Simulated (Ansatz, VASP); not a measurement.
## C in VASP and in Ansatz

```
C
1.0
     2.46514    0.00000    0.00000
    -1.23257    2.13488    0.00000
     0.00000    0.00000   46.22162
C
8
Direct
  0.00000 0.00000 0.39021
  0.66667 0.33333 0.39020
  0.00000 0.00000 0.46345
  0.33333 0.66667 0.46345
  0.00000 0.00000 0.53655
  0.66667 0.33333 0.53655
  0.00000 0.00000 0.60979
  0.33333 0.66667 0.60980
```

Alike in both runs: functional PBE; dispersion D3(BJ); k mesh 18 × 18 × 1; occupations gaussian, width 0.1 eV; no spin polarisation.

Ansatz relaxed the structure, and its values are those at the end. VASP's run is a single point on that final structure, the one shown.

```csv
,VASP,Ansatz
version,VASP 6.6.1,Ansatz 0.2.0
potentials or method,"VASP PAW PBE potentials, release 64 (C), cutoff 520 eV","scalar-relativistic, plane waves, PAW"
valence electrons in the cell,32,32
```

|  | VASP | Ansatz | Ansatz less VASP |
| --- | --- | --- | --- |
| gap on the k mesh at the Fermi level (eV) | 0.02 | 0.02 | 0.000 |
| least direct gap on the mesh (eV) | 0.02 | 0.02 | 0.000 |

Ansatz's warnings: xc potential rough in thin density.
